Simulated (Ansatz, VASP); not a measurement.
## One calculation of BN, two programs

```
CELL_PARAMETERS angstrom
2.55451 0.00000 0.00000
-1.27725 2.21227 0.00000
0.00000 0.00000 4.22454
ATOMIC_POSITIONS crystal
B 0.66667 0.33333 0.00019
B 0.33333 0.66667 0.50019
N 0.66667 0.33333 0.37481
N 0.33333 0.66667 0.87481
```

Alike in both runs: functional PBE; k mesh 12 × 12 × 6; occupations gaussian, width 0.02 eV; no spin polarisation.

Ansatz relaxed the structure, and its values are those at the end. VASP's run is a single point on that final structure, the one shown.

|  | VASP | Ansatz |
| --- | --- | --- |
| version | VASP 6.6.1 | Ansatz 0.2.0 |
| potentials or method | VASP PAW PBE potentials, release 64 (B, N), cutoff 600 eV | scalar-relativistic, plane waves, PAW |
| valence electrons in the cell | 16 | 16 |

|  | VASP | Ansatz | Ansatz less VASP |
| --- | --- | --- | --- |
| gap on the k mesh at the Fermi level (eV) | 5.21 | 5.23 | +0.017 |
| least direct gap on the mesh (eV) | 8.24 | 8.25 | +0.007 |
| pressure (GPa) | 0.0 | 0.0 | +0.04 |

The functional is the same, so the differences come from potentials, cutoffs and numerics.
